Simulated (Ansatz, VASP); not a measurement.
**CdSn2O3 in VASP and in Ansatz**

```
Cd Sn O
1.0
     3.87034   -4.98666    0.00000
     3.87034    4.98666    0.00000
     0.00000    0.00000    3.24552
Cd Sn O
1 2 3
Cartesian
  0.0000 0.0000 1.6228
  1.9352 -2.4933 0.0000
  1.9352 2.4933 0.0000
  3.8703 -3.5171 0.0000
  3.8703 3.5171 0.0000
  3.8703 0.0000 1.6228
```

Alike in both runs: functional PBE; k mesh 4 × 4 × 6; occupations gaussian, width 0.1 eV; no spin polarisation.

Ansatz relaxed the structure, and its values are those at the end. VASP's run is a single point on that final structure, the one shown.

|  | VASP | Ansatz |
| --- | --- | --- |
| version | VASP 6.6.1 | Ansatz 0.2.0 |
| potentials or method | VASP PAW PBE potentials, release 64 (Cd, Sn_d, O), cutoff 520 eV | scalar-relativistic, plane waves, PAW |
| valence electrons in the cell | 58 | 66 |

```csv
,VASP,Ansatz,Ansatz less VASP
gap on the k mesh at the Fermi level (eV),none,none,-
pressure (GPa),0.3,-0.1,-0.41
rms of the force components (eV/Å),0.036,0.001,-0.0350
```

A gap of «none» marks a metal or a gap that the smearing closes. VASP's potentials hold 58 valence electrons a cell and Ansatz's 66, so a difference there can come from the potentials and not from the codes.
